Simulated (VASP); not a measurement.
# SbPd3 (Pm-3m) in VASP: notebook

The runs below take SbPd3 through single point, with LDA.

Program: VASP 6.6.1. These are calculated values, not measurements. Logs are shortened: lines on timing, memory, paths and dates and some standing lists are left out, and cuts for length are marked.

## Step 1: The cell of the first run

Symmetry: Pm-3m, No. 221, cubic system. The conventional cell has a = 3.888 Å, b = 3.888 Å, c = 3.888 Å, α = 90.00°, β = 90.00°, γ = 90.00°. Within 3.6 Å of Sb (site symmetry m-3m) lie 12 Pd at 2.75 Å. Within 3.6 Å of Pd (site symmetry 4/mmm) lie 4 Sb at 2.75 Å and 8 Pd at 2.75 Å.

## Step 2: Single point, LDA

File INCAR:

```
SYSTEM = SbPd3
PREC = Accurate
ENCUT = 520
EDIFF = 1E-6
ISMEAR = 1
SIGMA = 0.1
LREAL = .FALSE.
LASPH = .TRUE.
NELM = 60
ALGO = Normal
ISIF = 2
LWAVE = .FALSE.
LCHARG = .FALSE.
NBANDS = 26
```

File KPOINTS:

```
Automatic mesh
0
G
  6 6 6
  0 0 0
```

File POSCAR:

```
SbPd3
1.0
    3.8875526620      0.0000000000      0.0000000000
    0.0000000000      3.8875526620      0.0000000000
    0.0000000000      0.0000000000      3.8875526620
Sb Pd
1 3
Direct
    0.0000000000      0.0000000000      0.0000000000
    0.0000000000      0.5000000000      0.5000000000
    0.5000000000      0.0000000000      0.5000000000
    0.5000000000      0.5000000000      0.0000000000
```

Potentials or basis: VASP PAW LDA potentials, release 64 (Sb, Pd).

Run with:

```bash
$ cat potpaw_LDA.64/Sb/POTCAR potpaw_LDA.64/Pd/POTCAR > POTCAR
$ mpirun -np 1 vasp_std > vasp.out
```

OUTCAR:

```text
SYSTEM = SbPd3
   PREC = Accurate
   ENCUT = 520
   EDIFF = 1E-6
   ISMEAR = 1
   LREAL = .FALSE.
   LASPH = .TRUE.
   NELM = 60
   ISIF = 2

 ion  position               nearest neighbor table
   1  0.000  0.000  0.000-   2 2.75   3 2.75   4 2.75   2 2.75   3 2.75   2 2.75   4 2.75   2 2.75
                             3 2.75   4 2.75   3 2.75   4 2.75
   2  0.000  0.500  0.500-   1 2.75   3 2.75   4 2.75   1 2.75   4 2.75   1 2.75   3 2.75   1 2.75
                             3 2.75   4 2.75   4 2.75   3 2.75
   3  0.500  0.000  0.500-   1 2.75   2 2.75   4 2.75   1 2.75   4 2.75   2 2.75   4 2.75   4 2.75
                             1 2.75   2 2.75   1 2.75   2 2.75
   4  0.500  0.500  0.000-   1 2.75   2 2.75   3 2.75   2 2.75   3 2.75   1 2.75   3 2.75   3 2.75
                             1 2.75   2 2.75   2 2.75   1 2.75

  LATTYP: Found a simple cubic cell.
 ALAT       =     3.8875526620

  Lattice vectors:

 A1 = (   3.8875526620,   0.0000000000,   0.0000000000)
 A2 = (   0.0000000000,   3.8875526620,   0.0000000000)
 A3 = (   0.0000000000,   0.0000000000,   3.8875526620)

Analysis of symmetry for initial positions (statically):
=====================================================================
 Subroutine PRICEL returns:
 Original cell was already a primitive cell.

 Routine SETGRP: Setting up the symmetry group for a
 simple cubic supercell.

 Subroutine GETGRP returns: Found 48 space group operations
 (whereof 48 operations were pure point group operations)
 out of a pool of 48 trial point group operations.

The static configuration has the point symmetry O_h .

Analysis of symmetry for dynamics (positions and initial velocities):
=====================================================================
 Subroutine PRICEL returns:
 Original cell was already a primitive cell.

 Routine SETGRP: Setting up the symmetry group for a
 simple cubic supercell.

 Subroutine GETGRP returns: Found 48 space group operations
 (whereof 48 operations were pure point group operations)
 out of a pool of 48 trial point group operations.

The dynamic configuration has the point symmetry O_h .

 Subroutine INISYM returns: Found 48 space group operations
 (whereof 48 operations are pure point group operations),
 and found     1 'primitive' translations

----------------------------------------------------------------------------------------

                                     Primitive cell

  volume of cell :      58.7528

  direct lattice vectors                    reciprocal lattice vectors
     3.887552662  0.000000000  0.000000000     0.257231242  0.000000000  0.000000000
     0.000000000  3.887552662  0.000000000     0.000000000  0.257231242  0.000000000
     0.000000000  0.000000000  3.887552662     0.000000000  0.000000000  0.257231242

  length of vectors
     3.887552662  3.887552662  3.887552662     0.257231242  0.257231242  0.257231242

  position of ions in fractional coordinates (direct lattice)
     0.000000000  0.000000000  0.000000000
     0.000000000  0.500000000  0.500000000
     0.500000000  0.000000000  0.500000000
     0.500000000  0.500000000  0.000000000

  ion indices of the primitive-cell ions
   primitive index   ion index
                 1           1
                 2           2
                 3           3
                 4           4

----------------------------------------------------------------------------------------

 KPOINTS: Automatic mesh

Automatic generation of k-mesh.
 Grid dimensions read from file:
 generate k-points for:    6    6    6

 Generating k-lattice:

  Cartesian coordinates                     Fractional coordinates (reciprocal lattice)
     0.042871874  0.000000000  0.000000000     0.166666667  0.000000000  0.000000000
     0.000000000  0.042871874  0.000000000     0.000000000  0.166666667  0.000000000
     0.000000000  0.000000000  0.042871874     0.000000000  0.000000000  0.166666667

  Length of vectors
     0.042871874  0.042871874  0.042871874

  Shift w.r.t. Gamma in fractional coordinates (k-lattice)
     0.000000000  0.000000000  0.000000000

 Subroutine IBZKPT returns following result:
 ===========================================

 Found     20 irreducible k-points:

 Following reciprocal coordinates:
            Coordinates               Weight
  0.000000  0.000000  0.000000      1.000000
  0.166667  0.000000  0.000000      6.000000
  0.333333  0.000000  0.000000      6.000000
  0.500000  0.000000  0.000000      3.000000
  0.166667  0.166667  0.000000     12.000000
  0.333333  0.166667  0.000000     24.000000
[... 12 lines left out ...]
  0.500000  0.500000  0.333333      6.000000
  0.500000  0.500000  0.500000      1.000000
   k-points           NKPTS =     20   k-points in BZ     NKDIM =     20   number of bands    NBANDS=     26
   number of dos      NEDOS =    301   number of ions     NIONS =      4
   total plane-waves  NPLWV =  27000
   dimension x,y,z NGX =    30 NGY =   30 NGZ =   30
   dimension x,y,z NGXF=    60 NGYF=   60 NGZF=   60
   ions per type =               1   3
   NGX,Y,Z   is equivalent  to a cutoff of  12.83, 12.83, 12.83 a.u.
   NGXF,Y,Z  is equivalent  to a cutoff of  25.66, 25.66, 25.66 a.u.
 SYSTEM =  SbPd3
   PREC   = accura    normal or accurate (medium, high low for compatibility)
   ISTART =      0    job   : 0-new  1-cont  2-samecut
   ICHARG =      2    charge: 1-file 2-atom 10-const
   ISPIN  =      1    spin polarized calculation?
   LNONCOLLINEAR =      F non collinear calculations
   LSORBIT =      F    spin-orbit coupling
   LASPH  =      T    aspherical Exc in radial PAW
   ENCUT  =  520.0 eV  38.22 Ry    6.18 a.u.   7.23  7.23  7.23*2*pi/ulx,y,z
   NELM   =     60;   NELMIN=  2; NELMDL= -5     # of ELM steps
   EDIFF  = 0.1E-05   stopping-criterion for ELM
   LREAL  =      F    real-space projection
   EDIFFG = 0.1E-04   stopping-criterion for IOM
   NSW    =      0    number of steps for IOM
   IBRION =     -1    ionic relax: 0-MD 1-quasi-New 2-CG
   NFREE  =      0    steps in history (QN), initial steepest desc. (CG)
   ISIF   =      2    stress and relaxation
   ISYM   =      2    0-nonsym 1-usesym 2-fastsym
   POTIM  = 0.5000    time-step for ionic-motion
   TEBEG  =    0.0;   TEEND  =   0.0 temperature during run
   PSTRESS=    0.0 pullay stress
   NELECT =      35.0000    total number of electrons
   NUPDOWN=      -1.0000    fix difference up-down
   EMIN   =  10.00;   EMAX   =-10.00  energy-range for DOS
   EFERMI =   0.00;   METHOD = LEGACY
   ISMEAR =     1;   SIGMA  =   0.10  broadening in eV -4-tet -1-fermi 0-gaus
   EFERMI_NEDOS =   21; number of points for ismear=-14 and -15
   IALGO  =     38    algorithm
   IMIX   =      4    mixing-type and parameters
     AMIX     =   0.40;   BMIX     =  1.00
     AMIX_MAG =   1.60;   BMIX_MAG =  1.00
  volume/ion in A,a.u.               =      14.69        99.12
  Fermi-wavevector in a.u.,A,eV,Ry     =   1.377488  2.603075 25.816698  1.897474
  Thomas-Fermi vector in A             =   2.502637
   LORBIT       =      0    0 simple, 1 ext, 2 COOP (PROOUT), +10 PAW based schemes
   GGA     = CA    functional components
   LHFCALC =     F    Hartree Fock is set to
   AEXX    =    0.0000 exact exchange contribution
   IVDW    =     0    specifies the selected vdW correction
   LEPSILON=     F    determine dielectric tensor
   LRPA    =     F    only Hartree local field effects (RPA)
 non-spin polarized calculation
 Methfessel and Paxton  Order N= 1 SIGMA  =   0.10
  energy-cutoff  :      520.00
  volume of cell :       58.75
 maximum number of plane-waves:      1602
 NGX is ok and might be reduce to    30
   NGX = 15   NGY = 15   NGZ = 15

 number of electron      35.0000021 magnetization

 Free energy of the ion-electron system (eV)
  ---------------------------------------------------
  ext. energy  EPLUGINS =         0.00000000
  ---------------------------------------------------
  free energy    TOTEN  =       -25.72078002 eV

  energy without entropy =      -25.71798277  energy(sigma->0) =      -25.71984760

 E-fermi :  12.7229     XC(G=0): -13.4524

 val. band max:       12.6892715034   @ k =   0.3333   0.3333   0.1667
 cond. band min:      12.7233310703   @ k =   0.5000   0.3333   0.3333
 fundamental gap:      0.0340595669
 Fermi energy:        12.7229370080

 k-point     1 :       0.0000    0.0000    0.0000
  band No.  band energies     occupation
      1      -0.3963      2.00000
      2       6.1466      2.00000
      3       6.9686      2.00000
      4       6.9686      2.00000
      5       7.1405      2.00000
      6       7.1405      2.00000
[... 18 lines left out ...]
     25      20.6686      0.00000
     26      23.2759      0.00000

 k-point     2 :       0.1667    0.0000    0.0000
  band No.  band energies     occupation
      1      -0.1395      2.00000
      2       6.3079      2.00000
      3       6.6282      2.00000
      4       7.1332      2.00000
      5       7.1332      2.00000
      6       7.2131      2.00000
[... 18 lines left out ...]
     25      21.5074      0.00000
     26      22.4764      0.00000

 k-point     3 :       0.3333    0.0000    0.0000
  band No.  band energies     occupation
      1       0.5202      2.00000
      2       5.3132      2.00000
      3       6.9448      2.00000
      4       7.0252      2.00000
      5       7.0252      2.00000
      6       7.4251      2.00000
[... 18 lines left out ...]
     25      21.4743      0.00000
     26      23.2524      0.00000

 k-point     4 :       0.5000    0.0000    0.0000
  band No.  band energies     occupation
      1       0.9995      2.00000
      2       4.5155      2.00000
      3       6.9314      2.00000
      4       6.9314      2.00000
      5       7.3014      2.00000
      6       7.5521      2.00000
[... 18 lines left out ...]
     25      21.1450      0.00000
     26      24.9892      0.00000
[... 380 lines left out ...]
      1       1.4264      2.00000
      2       6.1726      2.00000
      3       6.2501      2.00000
      4       7.5099      2.00000
      5       7.6270      2.00000
      6       7.7730      2.00000
[... 18 lines left out ...]
     25      22.9236      0.00000
     26      25.4241      0.00000

 k-point    19 :       0.5000    0.5000    0.3333
  band No.  band energies     occupation
      1       1.4011      2.00000
      2       6.6006      2.00000
      3       6.6006      2.00000
      4       7.1431      2.00000
      5       7.5670      2.00000
      6       7.9818      2.00000
[... 18 lines left out ...]
     25      25.4594      0.00000
     26      25.4594      0.00000

 k-point    20 :       0.5000    0.5000    0.5000
  band No.  band energies     occupation
      1       1.3161      2.00000
      2       6.9582      2.00000
      3       6.9582      2.00000
      4       6.9582      2.00000
      5       8.1391      2.00000
      6       8.1391      2.00000
[... 18 lines left out ...]
     25      25.1119      0.00000
     26      25.1119      0.00000

------------------------ aborting loop because EDIFF is reached ----------------------------------------

  FORCE on cell =-STRESS in cart. coord.  units (eV):
  Direction    XX          YY          ZZ          XY          YZ          ZX
  --------------------------------------------------------------------------------------
  -------------------------------------------------------------------------------------
  Total        4.3908324      4.3908324      4.3908324     -0.0000000     -0.0000000      0.0000000
  in kB      119.7370590    119.7370590    119.7370590     -0.0000000     -0.0000000      0.0000000
  external PRESSURE =     119.7370590 kB  Pullay stress =       0.0000000 kB

 VOLUME and BASIS-vectors are now :
 -----------------------------------------------------------------------------
  energy-cutoff  :      520.00
  volume of cell :       58.75
      direct lattice vectors                 reciprocal lattice vectors
     3.887552662  0.000000000  0.000000000     0.257231242  0.000000000  0.000000000
     0.000000000  3.887552662  0.000000000     0.000000000  0.257231242  0.000000000
     0.000000000  0.000000000  3.887552662     0.000000000  0.000000000  0.257231242

 POSITION                                       TOTAL-FORCE (eV/Angst)
 -----------------------------------------------------------------------------------
      0.00000      0.00000      0.00000         0.000000      0.000000      0.000000
      0.00000      1.94378      1.94378         0.000000      0.000000      0.000000
      1.94378      0.00000      1.94378         0.000000      0.000000      0.000000
      1.94378      1.94378      0.00000         0.000000      0.000000      0.000000
 -----------------------------------------------------------------------------------
    total drift:                                0.000000      0.000000     -0.000000

  FREE ENERGIE OF THE ION-ELECTRON SYSTEM (eV)
  ---------------------------------------------------
  free  energy   TOTEN  =       -25.7207800229 eV

  energy  without entropy=      -25.7179827673  energy(sigma->0) =      -25.71984760
```

It took 19 s on 1 thread of AMD EPYC 7R43 (Zen 3), shared host; peak memory 0.13 GiB.

Results:

```
Free energy : -25.7208 eV
Pressure    : 12.0 GPa
```

Levels at points of the mesh, in eV from the Fermi level:
| k point | band 15 | band 16 | band 17 | band 18 | band 19 | band 20 |
| --- | --- | --- | --- | --- | --- | --- |
| (0.00, 0.00, 0.00) | -1.65 | -1.08 | -0.53 | -0.53 | -0.53 | 2.23 |
| (0.50, 0.00, 0.00) | -2.53 | -1.57 | -0.52 | 2.32 | 2.37 | 2.37 |
| (0.50, 0.50, 0.00) | -2.29 | -2.18 | -2.16 | 0.22 | 0.22 | 4.42 |
| (0.50, 0.50, 0.50) | -2.59 | -0.93 | -0.93 | -0.93 | -0.73 | -0.16 |

Caveat: spin-orbit coupling is left out, which moves the levels of the heavy elements.

## Step 3: Single point, LDA

This run uses another cell than the first one, of 15.10 Å³/atom, 1.028 times its volume.

File INCAR:

```
PREC     = Accurate       # precision mode
ENCUT    = 520            # plane-wave cutoff, eV
EDIFF    = 1E-6           # SCF threshold, eV
ISMEAR   = 1              # smearing method
SIGMA    = 0.1            # smearing width, eV
LREAL    = F              # projectors in reciprocal space
LASPH    = T              # aspherical terms in the spheres
NELM     = 80             # most SCF steps
ALGO     = Normal         # electronic algorithm
ISIF     = 2              # what is computed and relaxed
LWAVE    = F              # write WAVECAR
LCHARG   = T              # write CHGCAR
GGA      = CA             # functional
LELF     = T              # ELF
LVHAR    = T            
NBANDS   = 26             # bands
```

File KPOINTS:

```
regular mesh
0
Gamma
  6 6 6
```

File POSCAR:

```
SbPd3
1.0
    3.9232202751      0.0000000000      0.0000000000
    0.0000000000      3.9232202751      0.0000000000
    0.0000000000      0.0000000000      3.9232202751
Sb Pd
1 3
Direct
    0.0000000000      0.0000000000      0.0000000000
    0.0000000000      0.5000000000      0.5000000000
    0.5000000000      0.0000000000      0.5000000000
    0.5000000000      0.5000000000      0.0000000000
```

Potentials or basis: VASP PAW LDA potentials, release 64 (Sb, Pd).

Run with:

```bash
$ cat potpaw_LDA.64/Sb/POTCAR potpaw_LDA.64/Pd/POTCAR > POTCAR
$ mpirun -np 1 vasp_std > vasp.out
```

Wall time 19 s (1 thread of AMD EPYC 7R43 (Zen 3), shared host); peak memory 0.13 GiB.

Results (log left out):

- Free energy: -25.8108 eV
- Pressure: 5.7 GPa

Levels at points of the mesh, in eV from the Fermi level:
| k point | band 15 | band 16 | band 17 | band 18 | band 19 | band 20 |
| --- | --- | --- | --- | --- | --- | --- |
| (0.00, 0.00, 0.00) | -1.59 | -1.04 | -0.52 | -0.52 | -0.52 | 2.03 |
| (0.50, 0.00, 0.00) | -2.43 | -1.52 | -0.52 | 2.22 | 2.31 | 2.31 |
| (0.50, 0.50, 0.00) | -2.21 | -2.10 | -2.07 | 0.21 | 0.21 | 4.35 |
| (0.50, 0.50, 0.50) | -2.49 | -0.91 | -0.91 | -0.91 | -0.79 | -0.08 |

Caveat: spin-orbit coupling is left out, which moves the levels of the heavy elements.

## Step 4: Single point, LDA

This run uses another cell than the first one, of 15.50 Å³/atom, 1.056 times its volume.

File INCAR:

```
  PREC = Accurate
  ENCUT = 520
  EDIFF = 1E-6
  ISMEAR = 1
  SIGMA = 0.1
  LREAL = F
  LASPH = T
  NELM = 100
  ALGO = Normal
  ISIF = 2
  LWAVE = F
  LCHARG = T
  LELF = T
  LVHAR = T
  NBANDS = 26
```

KPOINTS is that of step 3.

File POSCAR:

```
SbPd3
1.0
    3.9582508811      0.0000000000      0.0000000000
    0.0000000000      3.9582508811      0.0000000000
    0.0000000000      0.0000000000      3.9582508811
Sb Pd
1 3
Direct
    0.0000000000      0.0000000000      0.0000000000
    0.0000000000      0.5000000000      0.5000000000
    0.5000000000      0.0000000000      0.5000000000
    0.5000000000      0.5000000000      0.0000000000
```

Run with:

```bash
$ cat potpaw_LDA.64/Sb/POTCAR potpaw_LDA.64/Pd/POTCAR > POTCAR
$ mpirun -np 1 vasp_std > vasp.out
```

Run time: 18 s. Hardware: 1 thread of AMD EPYC 7R43 (Zen 3), shared host; peak memory 0.13 GiB.

The run converged. Its results:

```yaml
Free_energy: -25.8413 eV
Pressure: 0.3 GPa
```

Levels at points of the mesh, in eV from the Fermi level:
```tsv
k point	band 13	band 14	band 15	band 16	band 17	band 18	band 19	band 20	band 21	band 22
(0.00, 0.00, 0.00)	-2.11	-1.54	-1.54	-1.01	-0.51	-0.51	-0.51	1.83	6.55	6.55
(0.50, 0.00, 0.00)	-2.55	-2.44	-2.33	-1.47	-0.51	2.13	2.24	2.24	5.14	5.14
(0.50, 0.50, 0.00)	-2.70	-2.35	-2.14	-2.02	-1.99	0.19	0.19	4.29	4.31	7.43
(0.50, 0.50, 0.50)	-2.60	-2.39	-2.39	-0.88	-0.88	-0.88	-0.86	-0.01	4.13	4.13
```

Caveat: spin-orbit coupling is left out, which moves the levels of the heavy elements.

(Continued in part 2 of 2.)
